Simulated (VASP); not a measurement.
# Cu (Cmcm) in VASP: notebook, part 2 of 2

VASP 6.6.1. Earlier steps stand in the parts before.

### Step 4. Single point, PBEsol

This run uses another cell than the first one, of 12.71 Å³/atom, 1.039 times its volume.

The input, INCAR:

```
SYSTEM = Cu
PREC = Accurate
ENCUT = 520
EDIFF = 1E-6
ISMEAR = -1
SIGMA = 0.05
LREAL = .False.
LASPH = .True.
NELM = 60
ALGO = Normal
ISIF = 2
LWAVE = .False.
LCHARG = .False.
GGA = PS
NBANDS = 18
```

The input, KPOINTS:

```
regular mesh
0
Gamma
  11 11 11
  0 0 0
```

The input, POSCAR:

```
Cu
1.0
    1.2423612020     -4.0543660062      0.0000000000
    1.2423612020      4.0543660062      0.0000000000
    0.0000000000      0.0000000000      2.5240469776
Cu
2
Direct
    0.8661333500      0.1338666500      0.7500000000
    0.1338666500      0.8661333500      0.2500000000
```

The run is started by

```
cat potpaw_PBE.64/Cu/POTCAR > POTCAR
mpirun -np 1 vasp_std > vasp.out
```

It took 30 s on 1 thread of Intel Xeon 6975P-C (Granite Rapids), shared host; peak memory 0.21 GiB.

It converged, with:

```
Free energy            : -8.2643 eV
Pressure               : -8.1 GPa
Largest force          : 0.069 eV/Å
Band gap on the k mesh : zero (band 11 reaches 10.21 eV, above the bottom of band 12 at 4.95 eV)
```

Forces in eV/Å, atoms in the order of the input:
```
Cu   0.000  0.069  0.000
Cu   0.000 -0.069  0.000
```

Stress tensor (GPa, compression positive):
```
-7.51  0.00  0.00
 0.00 -8.89  0.00
 0.00  0.00 -8.01
```

Levels at points of the mesh, in eV from the Fermi level:
```tsv
k point	band 9	band 10	band 11	band 12	band 13	band 14
(0.00, 0.00, 0.00)	-1.76	-1.63	-1.41	0.02	4.46	14.20
```

Caveat: the PAW data sets were made with another functional, which shifts forces and pressure a little.

### Step 5. Single point, PBE

This run uses another cell than the first one, of 12.11 Å³/atom, 0.990 times its volume.

The input, INCAR:

```
SYSTEM = Cu
PREC     = Accurate       ! precision mode
ENCUT    = 520            ! plane-wave cutoff, eV
EDIFF    = 1E-6           ! SCF threshold, eV
ISMEAR   = -1             ! smearing method
SIGMA    = 0.05           ! smearing width, eV
LREAL    = .False.        ! projectors in reciprocal space
LASPH    = .True.         ! aspherical terms in the spheres
NELM     = 100            ! most SCF steps
ALGO     = Normal         ! electronic algorithm
ISIF     = 2              ! what is computed and relaxed
LWAVE    = .False.        ! write WAVECAR
LCHARG   = .True.         ! write CHGCAR
GGA      = PE             ! functional
LELF     = .True.         ! ELF
LVHAR    = .True.       
NBANDS   = 18             ! bands
```

KPOINTS is that of step 4.

The input, POSCAR:

```
Cu
1.0
    1.2184636900     -3.9763780104      0.0000000000
    1.2184636900      3.9763780104      0.0000000000
    0.0000000000      0.0000000000      2.5002504787
Cu
2
Direct
    0.8661333500      0.1338666500      0.7500000000
    0.1338666500      0.8661333500      0.2500000000
```

Potentials or basis: VASP PAW PBE potentials, release 64 (Cu).

The run is started by

```
cat potpaw_PBE.64/Cu/POTCAR > POTCAR
mpirun -np 1 vasp_std > vasp.out
```

OUTCAR:

```text
SYSTEM = Cu
   PREC = Accurate
   ENCUT = 520
   EDIFF = 1E-6
   ISMEAR = -1
   LREAL = .False.
   LASPH = .True.
   NELM = 100
   ISIF = 2
   GGA = PE

 ion  position               nearest neighbor table
   1  0.866  0.134  0.750-   2 2.47   2 2.47   2 2.54   2 2.54   2 2.54   2 2.54
   2  0.134  0.866  0.250-   1 2.47   1 2.47   1 2.54   1 2.54   1 2.54   1 2.54

  LATTYP: Found a base centered orthorhombic cell.
 ALAT       =     2.4369273800
 B/A-ratio  =     3.2634357864
 C/A-ratio  =     1.0259848115

  Lattice vectors:

 A1 = (   1.2184636900,  -3.9763780104,   0.0000000000)
 A2 = (   1.2184636900,   3.9763780104,   0.0000000000)
 A3 = (   0.0000000000,   0.0000000000,   2.5002504787)

Analysis of symmetry for initial positions (statically):
=====================================================================
 Subroutine PRICEL returns:
 Original cell was already a primitive cell.

 Routine SETGRP: Setting up the symmetry group for a
 base centered orthorhombic supercell.

 Subroutine GETGRP returns: Found  8 space group operations
 (whereof  4 operations were pure point group operations)
 out of a pool of  8 trial point group operations.

The static configuration has the point symmetry C_2h.
 The point group associated with its full space group is D_2h.

Analysis of symmetry for dynamics (positions and initial velocities):
=====================================================================
 Subroutine PRICEL returns:
 Original cell was already a primitive cell.

 Routine SETGRP: Setting up the symmetry group for a
 base centered orthorhombic supercell.

 Subroutine GETGRP returns: Found  8 space group operations
 (whereof  4 operations were pure point group operations)
 out of a pool of  8 trial point group operations.

The dynamic configuration has the point symmetry C_2h.
 The point group associated with its full space group is D_2h.

 Subroutine INISYM returns: Found  8 space group operations
 (whereof  4 operations are pure point group operations),
 and found     1 'primitive' translations

----------------------------------------------------------------------------------------

                                     Primitive cell

  volume of cell :      24.2278

  direct lattice vectors                    reciprocal lattice vectors
     1.218463690 -3.976378010  0.000000000     0.410352811 -0.125742572  0.000000000
     1.218463690  3.976378010  0.000000000     0.410352811  0.125742572  0.000000000
     0.000000000  0.000000000  2.500250479     0.000000000  0.000000000  0.399959927

  length of vectors
     4.158874348  4.158874348  2.500250479     0.429186001  0.429186001  0.399959927

  position of ions in fractional coordinates (direct lattice)
     0.866133350  0.133866650  0.750000000
     0.133866650  0.866133350  0.250000000

  ion indices of the primitive-cell ions
   primitive index   ion index
                 1           1
                 2           2

----------------------------------------------------------------------------------------

 KPOINTS: regular mesh

Automatic generation of k-mesh.
 Grid dimensions read from file:
 generate k-points for:   11   11   11

 Generating k-lattice:

  Cartesian coordinates                     Fractional coordinates (reciprocal lattice)
     0.037304801 -0.011431143  0.000000000     0.090909091  0.000000000  0.000000000
     0.037304801  0.011431143  0.000000000     0.000000000  0.090909091  0.000000000
     0.000000000  0.000000000  0.036359993     0.000000000  0.000000000  0.090909091

  Length of vectors
     0.039016909  0.039016909  0.036359993

  Shift w.r.t. Gamma in fractional coordinates (k-lattice)
     0.000000000  0.000000000  0.000000000

 Subroutine IBZKPT returns following result:
 ===========================================

 Found    216 irreducible k-points:

 Following reciprocal coordinates:
            Coordinates               Weight
  0.000000  0.000000  0.000000      1.000000
  0.090909  0.000000  0.000000      4.000000
  0.181818  0.000000  0.000000      4.000000
  0.272727 -0.000000  0.000000      4.000000
  0.363636  0.000000  0.000000      4.000000
  0.454545 -0.000000  0.000000      4.000000
[... 16 lines left out ...]
 -0.272727  0.181818  0.000000      4.000000
 -0.181818  0.181818  0.000000      2.000000
 [... further k-points ...]
   k-points           NKPTS =    216   k-points in BZ     NKDIM =    216   number of bands    NBANDS=     18
   number of dos      NEDOS =    301   number of ions     NIONS =      2
   total plane-waves  NPLWV =  20480
   dimension x,y,z NGX =    32 NGY =   32 NGZ =   20
   dimension x,y,z NGXF=    64 NGYF=   64 NGZF=   40
   ions per type =               2
   NGX,Y,Z   is equivalent  to a cutoff of  12.79, 12.79, 13.30 a.u.
   NGXF,Y,Z  is equivalent  to a cutoff of  25.58, 25.58, 26.60 a.u.
 SYSTEM =  Cu
   PREC   = accura    normal or accurate (medium, high low for compatibility)
   ISTART =      0    job   : 0-new  1-cont  2-samecut
   ICHARG =      2    charge: 1-file 2-atom 10-const
   ISPIN  =      1    spin polarized calculation?
   LNONCOLLINEAR =      F non collinear calculations
   LSORBIT =      F    spin-orbit coupling
   LASPH  =      T    aspherical Exc in radial PAW
   ENCUT  =  520.0 eV  38.22 Ry    6.18 a.u.   7.73  7.73  4.65*2*pi/ulx,y,z
   NELM   =    100;   NELMIN=  2; NELMDL= -5     # of ELM steps
   EDIFF  = 0.1E-05   stopping-criterion for ELM
   LREAL  =      F    real-space projection
   EDIFFG = 0.1E-04   stopping-criterion for IOM
   NSW    =      0    number of steps for IOM
   IBRION =     -1    ionic relax: 0-MD 1-quasi-New 2-CG
   NFREE  =      0    steps in history (QN), initial steepest desc. (CG)
   ISIF   =      2    stress and relaxation
   ISYM   =      2    0-nonsym 1-usesym 2-fastsym
   POTIM  = 0.5000    time-step for ionic-motion
   TEBEG  =    0.0;   TEEND  =   0.0 temperature during run
   PSTRESS=    0.0 pullay stress
   NELECT =      22.0000    total number of electrons
   NUPDOWN=      -1.0000    fix difference up-down
   EMIN   =  10.00;   EMAX   =-10.00  energy-range for DOS
   EFERMI =   0.00;   METHOD = LEGACY
   ISMEAR =    -1;   SIGMA  =   0.05  broadening in eV -4-tet -1-fermi 0-gaus
   EFERMI_NEDOS =   21; number of points for ismear=-14 and -15
   IALGO  =     38    algorithm
   IMIX   =      4    mixing-type and parameters
     AMIX     =   0.40;   BMIX     =  1.00
     AMIX_MAG =   1.60;   BMIX_MAG =  1.00
  volume/ion in A,a.u.               =      12.11        81.75
  Fermi-wavevector in a.u.,A,eV,Ry     =   1.585299  2.995780 34.193785  2.513172
  Thomas-Fermi vector in A             =   2.684785
   LORBIT       =      0    0 simple, 1 ext, 2 COOP (PROOUT), +10 PAW based schemes
   GGA     = PE    functional components
   LHFCALC =     F    Hartree Fock is set to
   AEXX    =    0.0000 exact exchange contribution
   IVDW    =     0    specifies the selected vdW correction
   LEPSILON=     F    determine dielectric tensor
   LRPA    =     F    only Hartree local field effects (RPA)
 non-spin polarized calculation
  energy-cutoff  :      520.00
  volume of cell :       24.23
 maximum number of plane-waves:       676
   NGX = 15   NGY = 15   NGZ =  9

 number of electron      22.0000020 magnetization

 Free energy of the ion-electron system (eV)
  ---------------------------------------------------
  ext. energy  EPLUGINS =         0.00000000
  ---------------------------------------------------
  free energy    TOTEN  =        -7.16475154 eV

  energy without entropy =       -7.16048467  energy(sigma->0) =       -7.16261810

 E-fermi :   7.2967     XC(G=0): -12.5429

 val. band max:        7.2815232899   @ k =   0.4545   0.1818   0.0000
 cond. band min:       7.2988776114   @ k =   0.0000   0.0000   0.0000
 fundamental gap:      0.0173543215
 Fermi energy:         7.2966781197

 k-point     1 :       0.0000    0.0000    0.0000
  band No.  band energies     occupation
      1      -1.8897      2.00000
      2       2.3844      2.00000
      3       3.1171      2.00000
      4       3.5927      2.00000
      5       4.2482      2.00000
      6       4.5808      2.00000
[... 10 lines left out ...]
     17      26.6259      0.00000
     18      28.8738      0.00000
[... 463 lines left out ...]
 k-point    24 :      -0.1818    0.1818    0.0000
  band No.  band energies     occupation
      1      -1.5630      2.00000
      2       2.2811      2.00000
      3       3.0493      2.00000
      4       3.6427      2.00000
      5       4.3567      2.00000
      6       4.4579      2.00000
[... 10 lines left out ...]
     17      28.5070      0.00000
     18      28.6977      0.00000

 [... further k-points ...]

------------------------ aborting loop because EDIFF is reached ----------------------------------------

  FORCE on cell =-STRESS in cart. coord.  units (eV):
  Direction    XX          YY          ZZ          XY          YZ          ZX
  --------------------------------------------------------------------------------------
  -------------------------------------------------------------------------------------
  Total        0.9862958      0.7954374      0.7052017      0.0000000      0.0000000      0.0000000
  in kB       65.2234864     52.6020651     46.6348059      0.0000000      0.0000000      0.0000000
  external PRESSURE =      54.8201192 kB  Pullay stress =       0.0000000 kB

 VOLUME and BASIS-vectors are now :
 -----------------------------------------------------------------------------
  energy-cutoff  :      520.00
  volume of cell :       24.23
      direct lattice vectors                 reciprocal lattice vectors
     1.218463690 -3.976378010  0.000000000     0.410352811 -0.125742572  0.000000000
     1.218463690  3.976378010  0.000000000     0.410352811  0.125742572  0.000000000
     0.000000000  0.000000000  2.500250479     0.000000000  0.000000000  0.399959927

 POSITION                                       TOTAL-FORCE (eV/Angst)
 -----------------------------------------------------------------------------------
      1.21846     -2.91177      1.87519         0.000000     -0.043228      0.000000
      1.21846      2.91177      0.62506         0.000000      0.043228     -0.000000
 -----------------------------------------------------------------------------------
    total drift:                                0.000000      0.000000      0.000000

  FREE ENERGIE OF THE ION-ELECTRON SYSTEM (eV)
  ---------------------------------------------------
  free  energy   TOTEN  =        -7.1647515373 eV

  energy  without entropy=       -7.1604846711  energy(sigma->0) =       -7.16261810
```

It took 34 s on 1 thread of Intel Xeon 6975P-C (Granite Rapids), shared host; peak memory 0.2 GiB.

What came out:

* Free energy: -7.1648 eV
* Pressure: 5.5 GPa
* Largest force: 0.043 eV/Å
* Band gap on the k mesh: zero (band 11 reaches 11.07 eV, above the bottom of band 12 at 5.65 eV)

Forces on the atoms (eV/Å):
```
Cu   0.000 -0.043  0.000
Cu   0.000  0.043  0.000
```

Stress tensor (GPa, compression positive):
```
6.52 0.00 0.00
0.00 5.26 0.00
0.00 0.00 4.66
```

### Step 6. Single point, PBEsol

This run uses another cell than the first one, of 11.99 Å³/atom, 0.980 times its volume.

The input, INCAR:

```
PREC     = Accurate       # precision mode
ENCUT    = 520            # plane-wave cutoff, eV
EDIFF    = 1E-7           # SCF threshold, eV
ISMEAR   = -1             # smearing method
SIGMA    = 0.05           # smearing width, eV
LREAL    = F              # projectors in reciprocal space
LASPH    = T              # aspherical terms in the spheres
NELM     = 80             # most SCF steps
ALGO     = Normal         # electronic algorithm
ISIF     = 2              # what is computed and relaxed
LWAVE    = F              # write WAVECAR
LCHARG   = F              # write CHGCAR
GGA      = PS             # functional
NBANDS   = 18             # bands
```

The input, KPOINTS:

```
regular mesh
0
Gamma
  11 11 11
```

Changes to POSCAR since step 5:

```diff
@@ -4,3 +4,3 @@
     1.2184636900      3.9763780104      0.0000000000
-    0.0000000000      0.0000000000      2.5002504787
+    0.0000000000      0.0000000000      2.4754955235
 Cu
```

Potentials or basis: VASP PAW PBE potentials, release 64 (Cu).

The run is started by

```
cat potpaw_PBE.64/Cu/POTCAR > POTCAR
mpirun -np 1 vasp_std > vasp.out
```

It took 69 s on 1 thread of Intel Xeon 6975P-C, shared host; peak memory 0.21 GiB.

The run converged. Its results:

| Item | Value |
| --- | --- |
| Free energy | -8.3063 eV |
| Pressure | -0.8 GPa |
| Band gap on the k mesh | zero (band 11 reaches 11.00 eV, above the bottom of band 12 at 5.59 eV) |

Stress tensor (GPa, compression positive):
```
-0.64  0.00  0.00
 0.00 -1.43  0.00
 0.00  0.00 -0.40
```

Levels at points of the mesh, in eV from the Fermi level:
| k point | band 8 | band 9 | band 10 | band 11 | band 12 | band 13 | band 14 | band 15 |
| --- | --- | --- | --- | --- | --- | --- | --- | --- |
| (0.00, 0.00, 0.00) | -2.03 | -1.83 | -1.69 | -1.45 | -0.10 | 4.78 | 14.71 | 18.36 |

Caveat: the PAW data sets were made with another functional, which shifts forces and pressure a little.

### Step 7. The runs side by side

```tsv
level	cell	gap on the mesh (eV)	pressure (GPa)	largest force (eV/Å)
PBEsol	a = 4.186, b = 4.186, c = 2.492 Å, angles 90.0, 90.0, 145.9°, 2 atoms	none	-3.6	0.02
PBEsol	a = 4.214, b = 4.214, c = 2.508 Å, angles 90.0, 90.0, 145.9°, 2 atoms	none	-6.0	0.05
PBEsol	a = 4.240, b = 4.240, c = 2.524 Å, angles 90.0, 90.0, 145.9°, 2 atoms	none	-8.1	0.07
PBE	a = 4.159, b = 4.159, c = 2.500 Å, angles 90.0, 90.0, 145.9°, 2 atoms	none	5.5	0.04
PBEsol	a = 4.159, b = 4.159, c = 2.475 Å, angles 90.0, 90.0, 145.9°, 2 atoms	none	-0.8	-
```

Alike in all rows: task single point; potentials or basis VASP PAW PBE potentials, release 64 (Cu); no spin polarisation; k mesh 11 × 11 × 11; cutoff (eV) 520; smearing fermi-dirac 0.05 eV.

Caveats: the PAW data sets were made with another functional, which shifts forces and pressure a little (some runs).

Absolute energies hang on the potentials; compare differences alone.
